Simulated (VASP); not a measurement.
# CaOs (P4/mmm) in VASP: a series of runs

CaOs is run at these levels: PBE; tasks: single point, relaxation of cell and atoms.

All numbers are computed with VASP 6.6.1; they aren't measurements. Logs are shortened: lines on timing, memory, paths and dates and some standing lists are left out, and cuts for length are marked.

## (1) The cell of the first run

Symmetry: P4/mmm, No. 123, tetragonal system. The conventional cell has a = 2.871 Å, b = 2.871 Å, c = 4.640 Å, α = 90.00°, β = 90.00°, γ = 90.00°. Ca (site symmetry 4/mmm) has 4 Ca at 2.87 Å and 8 Os at 3.08 Å within 3.8 Å. Within 3.8 Å of Os (site symmetry 4/mmm) lie 4 Os at 2.87 Å and 8 Ca at 3.08 Å.

## (2) Single point, PBE

INCAR reads:

```
SYSTEM = CaOs
PREC = Accurate
ENCUT = 520
EDIFF = 1E-6
ISMEAR = 0
SIGMA = 0.1
LREAL = .False.
LASPH = .True.
NELM = 80
ALGO = Normal
ISIF = 2
LWAVE = .False.
LCHARG = .False.
GGA = PE
NBANDS = 16
```

KPOINTS reads:

```
regular mesh
0
Gamma
  6 6 4
  0 0 0
```

POSCAR reads:

```
CaOs
1.0
    2.8708586560      0.0000000000      0.0000000000
    0.0000000000      2.8708586560      0.0000000000
    0.0000000000      0.0000000000      4.6399625650
Ca Os
1 1
Direct
    0.5000000000      0.5000000000      0.5000000000
    0.0000000000      0.0000000000      0.0000000000
```

Potentials or basis: VASP PAW PBE potentials, release 64 (Ca_sv, Os).

Command:

```console
cat potpaw_PBE.64/Ca_sv/POTCAR potpaw_PBE.64/Os/POTCAR > POTCAR
mpirun -np 1 vasp_std > vasp.out
```

OUTCAR:

```text
SYSTEM = CaOs
   PREC = Accurate
   ENCUT = 520
   EDIFF = 1E-6
   ISMEAR = 0
   LREAL = .False.
   LASPH = .True.
   NELM = 80
   ISIF = 2
   GGA = PE

 ion  position               nearest neighbor table
   1  0.500  0.500  0.500-   2 3.08   2 3.08   2 3.08   2 3.08   2 3.08   2 3.08   2 3.08   2 3.08

   2  0.000  0.000  0.000-   1 3.08   1 3.08   1 3.08   1 3.08   1 3.08   1 3.08   1 3.08   1 3.08

  LATTYP: Found a simple tetragonal cell.
 ALAT       =     2.8708586560
 C/A-ratio  =     1.6162281467

  Lattice vectors:

 A1 = (   2.8708586560,   0.0000000000,   0.0000000000)
 A2 = (   0.0000000000,   2.8708586560,   0.0000000000)
 A3 = (   0.0000000000,   0.0000000000,   4.6399625650)

Analysis of symmetry for initial positions (statically):
=====================================================================
 Subroutine PRICEL returns:
 Original cell was already a primitive cell.

 Routine SETGRP: Setting up the symmetry group for a
 simple tetragonal supercell.

 Subroutine GETGRP returns: Found 16 space group operations
 (whereof 16 operations were pure point group operations)
 out of a pool of 16 trial point group operations.

The static configuration has the point symmetry D_4h.

Analysis of symmetry for dynamics (positions and initial velocities):
=====================================================================
 Subroutine PRICEL returns:
 Original cell was already a primitive cell.

 Routine SETGRP: Setting up the symmetry group for a
 simple tetragonal supercell.

 Subroutine GETGRP returns: Found 16 space group operations
 (whereof 16 operations were pure point group operations)
 out of a pool of 16 trial point group operations.

The dynamic configuration has the point symmetry D_4h.

 Subroutine INISYM returns: Found 16 space group operations
 (whereof 16 operations are pure point group operations),
 and found     1 'primitive' translations

----------------------------------------------------------------------------------------

                                     Primitive cell

  volume of cell :      38.2418

  direct lattice vectors                    reciprocal lattice vectors
     2.870858656  0.000000000  0.000000000     0.348327842  0.000000000  0.000000000
     0.000000000  2.870858656  0.000000000     0.000000000  0.348327842  0.000000000
     0.000000000  0.000000000  4.639962565     0.000000000  0.000000000  0.215518980

  length of vectors
     2.870858656  2.870858656  4.639962565     0.348327842  0.348327842  0.215518980

  position of ions in fractional coordinates (direct lattice)
     0.500000000  0.500000000  0.500000000
     0.000000000  0.000000000  0.000000000

  ion indices of the primitive-cell ions
   primitive index   ion index
                 1           1
                 2           2

----------------------------------------------------------------------------------------

 KPOINTS: regular mesh

Automatic generation of k-mesh.
 Grid dimensions read from file:
 generate k-points for:    6    6    4

 Generating k-lattice:

  Cartesian coordinates                     Fractional coordinates (reciprocal lattice)
     0.058054640  0.000000000  0.000000000     0.166666667  0.000000000  0.000000000
     0.000000000  0.058054640  0.000000000     0.000000000  0.166666667  0.000000000
     0.000000000  0.000000000  0.053879745     0.000000000  0.000000000  0.250000000

  Length of vectors
     0.058054640  0.058054640  0.053879745

  Shift w.r.t. Gamma in fractional coordinates (k-lattice)
     0.000000000  0.000000000  0.000000000

 Subroutine IBZKPT returns following result:
 ===========================================

 Found     30 irreducible k-points:

 Following reciprocal coordinates:
            Coordinates               Weight
  0.000000  0.000000  0.000000      1.000000
  0.166667  0.000000  0.000000      4.000000
  0.333333  0.000000  0.000000      4.000000
  0.500000  0.000000  0.000000      2.000000
  0.166667  0.166667  0.000000      4.000000
  0.333333  0.166667  0.000000      8.000000
[... 16 lines left out ...]
  0.333333  0.000000  0.500000      4.000000
  0.500000  0.000000  0.500000      2.000000
 [... further k-points ...]
   k-points           NKPTS =     30   k-points in BZ     NKDIM =     30   number of bands    NBANDS=     16
   number of dos      NEDOS =    301   number of ions     NIONS =      2
   total plane-waves  NPLWV =  20736
   dimension x,y,z NGX =    24 NGY =   24 NGZ =   36
   dimension x,y,z NGXF=    48 NGYF=   48 NGZF=   72
   ions per type =               1   1
   NGX,Y,Z   is equivalent  to a cutoff of  13.90, 13.90, 12.90 a.u.
   NGXF,Y,Z  is equivalent  to a cutoff of  27.80, 27.80, 25.80 a.u.
 SYSTEM =  CaOs
   PREC   = accura    normal or accurate (medium, high low for compatibility)
   ISTART =      0    job   : 0-new  1-cont  2-samecut
   ICHARG =      2    charge: 1-file 2-atom 10-const
   ISPIN  =      1    spin polarized calculation?
   LNONCOLLINEAR =      F non collinear calculations
   LSORBIT =      F    spin-orbit coupling
   LASPH  =      T    aspherical Exc in radial PAW
   ENCUT  =  520.0 eV  38.22 Ry    6.18 a.u.   5.34  5.34  8.63*2*pi/ulx,y,z
   NELM   =     80;   NELMIN=  2; NELMDL= -5     # of ELM steps
   EDIFF  = 0.1E-05   stopping-criterion for ELM
   LREAL  =      F    real-space projection
   EDIFFG = 0.1E-04   stopping-criterion for IOM
   NSW    =      0    number of steps for IOM
   IBRION =     -1    ionic relax: 0-MD 1-quasi-New 2-CG
   NFREE  =      0    steps in history (QN), initial steepest desc. (CG)
   ISIF   =      2    stress and relaxation
   ISYM   =      2    0-nonsym 1-usesym 2-fastsym
   POTIM  = 0.5000    time-step for ionic-motion
   TEBEG  =    0.0;   TEEND  =   0.0 temperature during run
   PSTRESS=    0.0 pullay stress
   NELECT =      18.0000    total number of electrons
   NUPDOWN=      -1.0000    fix difference up-down
   EMIN   =  10.00;   EMAX   =-10.00  energy-range for DOS
   EFERMI =   0.00;   METHOD = LEGACY
   ISMEAR =     0;   SIGMA  =   0.10  broadening in eV -4-tet -1-fermi 0-gaus
   EFERMI_NEDOS =   21; number of points for ismear=-14 and -15
   IALGO  =     38    algorithm
   IMIX   =      4    mixing-type and parameters
     AMIX     =   0.40;   BMIX     =  1.00
     AMIX_MAG =   1.60;   BMIX_MAG =  1.00
  volume/ion in A,a.u.               =      19.12       129.03
  Fermi-wavevector in a.u.,A,eV,Ry     =   1.273463  2.406496 22.064674  1.621708
  Thomas-Fermi vector in A             =   2.406285
   LORBIT       =      0    0 simple, 1 ext, 2 COOP (PROOUT), +10 PAW based schemes
   GGA     = PE    functional components
   LHFCALC =     F    Hartree Fock is set to
   AEXX    =    0.0000 exact exchange contribution
   IVDW    =     0    specifies the selected vdW correction
   LEPSILON=     F    determine dielectric tensor
   LRPA    =     F    only Hartree local field effects (RPA)
 non-spin polarized calculation
 Gauss-broadening in eV      SIGMA  =   0.10
  energy-cutoff  :      520.00
  volume of cell :       38.24
 maximum number of plane-waves:      1048
 NGX is ok and might be reduce to    24
   NGX = 11   NGY = 11   NGZ = 17

 number of electron      18.0000001 magnetization

 Free energy of the ion-electron system (eV)
  ---------------------------------------------------
  ext. energy  EPLUGINS =         0.00000000
  ---------------------------------------------------
  free energy    TOTEN  =       -11.59356286 eV

  energy without entropy =      -11.57124176  energy(sigma->0) =      -11.58240231

 E-fermi :   5.5441     XC(G=0): -11.4197

 val. band max:        5.5244939724   @ k =   0.5000   0.3333   0.2500
 cond. band min:       5.5713447747   @ k =   0.0000   0.0000   0.2500
 fundamental gap:      0.0468508023
 Fermi energy:         5.5441230802

 k-point     1 :       0.0000    0.0000    0.0000
  band No.  band energies     occupation
      1     -34.8827      2.00000
      2     -15.7904      2.00000
      3     -15.4072      2.00000
      4     -15.4072      2.00000
      5      -1.2510      2.00000
      6       1.9718      2.00000
[... 8 lines left out ...]
     15      12.3253      0.00000
     16      12.8494      0.00000

 k-point     2 :       0.1667    0.0000    0.0000
  band No.  band energies     occupation
      1     -34.8369      2.00000
      2     -15.7504      2.00000
      3     -15.7447      2.00000
      4     -15.3781      2.00000
      5      -0.5590      2.00000
      6       2.2650      2.00000
[... 8 lines left out ...]
     15      12.2424      0.00000
     16      13.1572      0.00000

 k-point     3 :       0.3333    0.0000    0.0000
  band No.  band energies     occupation
      1     -34.7436      2.00000
      2     -16.3741      2.00000
      3     -15.6691      2.00000
      4     -15.3190      2.00000
      5       0.9754      2.00000
      6       2.9429      2.00000
[... 8 lines left out ...]
     15      12.0473      0.00000
     16      13.5132      0.00000

 k-point     4 :       0.5000    0.0000    0.0000
  band No.  band energies     occupation
      1     -34.6960      2.00000
      2     -16.6700      2.00000
      3     -15.6278      2.00000
      4     -15.2892      2.00000
      5       1.8255      2.00000
      6       2.9713      2.00000
[... 8 lines left out ...]
     15      11.9326      0.00000
     16      14.2788      0.00000
[... 324 lines left out ...]
 k-point    22 :       0.1667    0.0000    0.5000
  band No.  band energies     occupation
      1     -34.8349      2.00000
      2     -15.7940      2.00000
      3     -15.7402      2.00000
      4     -15.3798      2.00000
      5       0.3942      2.00000
      6       2.6199      2.00000
[... 8 lines left out ...]
     15      11.5456      0.00000
     16      12.2113      0.00000

 k-point    23 :       0.3333    0.0000    0.5000
  band No.  band energies     occupation
      1     -34.7432      2.00000
      2     -16.3582      2.00000
      3     -15.6803      2.00000
      4     -15.3188      2.00000
      5       1.1268      2.00000
      6       2.4184      2.00000
[... 8 lines left out ...]
     15      11.2984      0.00000
     16      12.1177      0.00000

 k-point    24 :       0.5000    0.0000    0.5000
  band No.  band energies     occupation
      1     -34.6965      2.00000
      2     -16.6493      2.00000
      3     -15.6225      2.00000
      4     -15.2879      2.00000
      5       1.3148      2.00000
      6       2.0707      2.00000
[... 8 lines left out ...]
     15      12.3126      0.00000
     16      12.3700      0.00000

 [... further k-points ...]

------------------------ aborting loop because EDIFF is reached ----------------------------------------

  FORCE on cell =-STRESS in cart. coord.  units (eV):
  Direction    XX          YY          ZZ          XY          YZ          ZX
  --------------------------------------------------------------------------------------
  -------------------------------------------------------------------------------------
  Total        0.0183977      0.0183977     -0.0953220      0.0000000      0.0000000      0.0000000
  in kB        0.7707913      0.7707913     -3.9936078      0.0000000      0.0000000      0.0000000
  external PRESSURE =      -0.8173418 kB  Pullay stress =       0.0000000 kB

 VOLUME and BASIS-vectors are now :
 -----------------------------------------------------------------------------
  energy-cutoff  :      520.00
  volume of cell :       38.24
      direct lattice vectors                 reciprocal lattice vectors
     2.870858656  0.000000000  0.000000000     0.348327842  0.000000000  0.000000000
     0.000000000  2.870858656  0.000000000     0.000000000  0.348327842  0.000000000
     0.000000000  0.000000000  4.639962565     0.000000000  0.000000000  0.215518980

 POSITION                                       TOTAL-FORCE (eV/Angst)
 -----------------------------------------------------------------------------------
      1.43543      1.43543      2.31998         0.000000      0.000000      0.000000
      0.00000      0.00000      0.00000         0.000000      0.000000      0.000000
 -----------------------------------------------------------------------------------
    total drift:                                0.000000      0.000000     -0.000000

  FREE ENERGIE OF THE ION-ELECTRON SYSTEM (eV)
  ---------------------------------------------------
  free  energy   TOTEN  =       -11.5935628566 eV

  energy  without entropy=      -11.5712417598  energy(sigma->0) =      -11.58240231
```

Run time: 38 s. Hardware: 1 thread of Intel Xeon 8259CL, shared host; peak memory 0.17 GiB.

Results:

```
Free energy            : -11.5936 eV
Pressure               : -0.1 GPa
Band gap on the k mesh : zero (bands 9 and 10 overlap by 3.12 eV)
```

Stress tensor (GPa, compression positive):
```
 0.08  0.00  0.00
 0.00  0.08  0.00
 0.00  0.00 -0.40
```

Caveat: the k points lie up to 0.36 Å⁻¹ apart, too coarse for converged energies and pressures of a metal; spin-orbit coupling is left out, which moves the levels of the heavy elements.

(Continued in part 2 of 2.)

The gap in the log of VASP goes by the Fermi energy; the results here count the filled bands.